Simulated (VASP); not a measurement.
Input of a VASP 6.6.1 run:

The input INCAR:

```
SYSTEM = Ge
PREC     = Accurate       ! precision mode
ENCUT    = 500            ! plane-wave cutoff, eV
EDIFF    = 1E-6           ! SCF threshold, eV
ISMEAR   = -1             ! smearing method
SIGMA    = 0.02           ! smearing width, eV
LREAL    = .False.        ! projectors in reciprocal space
LASPH    = .True.         ! aspherical terms in the spheres
NELM     = 120            ! most SCF steps
ALGO     = Normal         ! electronic algorithm
ISIF     = 2              ! what is computed and relaxed
LWAVE    = .False.        ! write WAVECAR
LCHARG   = .False.        ! write CHGCAR
GGA      = PS             ! functional
NBANDS   = 13             ! bands
GGA_COMPAT= .False.
```

File KPOINTS:

```
regular mesh
0
Gamma
  7 7 7
  0 0 0
```

File POSCAR:

```
Ge
1.0
   -1.6564451073      1.6564451073      1.6564451073
    1.6564451073     -1.6564451073      1.6564451073
    1.6564451073      1.6564451073     -1.6564451073
Ge
1
Direct
    0.0000000000      0.0000000000      0.0000000000
```

Potentials or basis: VASP PAW PBE potentials, release 64 (Ge_d).

Run with:

```sh
$ cat potpaw_PBE.64/Ge_d/POTCAR > POTCAR
$ mpirun -np 1 vasp_std > vasp.out
```

**Question.** What does it give for the band gap on the k mesh?

**Answer.** Zero (band 7 reaches 16.60 eV, above the bottom of band 8 at 4.29 eV).

**Question.** Estimate the pressure.

**Answer.** 1.1 GPa.

Caveat: the k points lie up to 0.38 Å⁻¹ apart; the PAW data sets were made with another functional, which shifts forces and pressure a little.
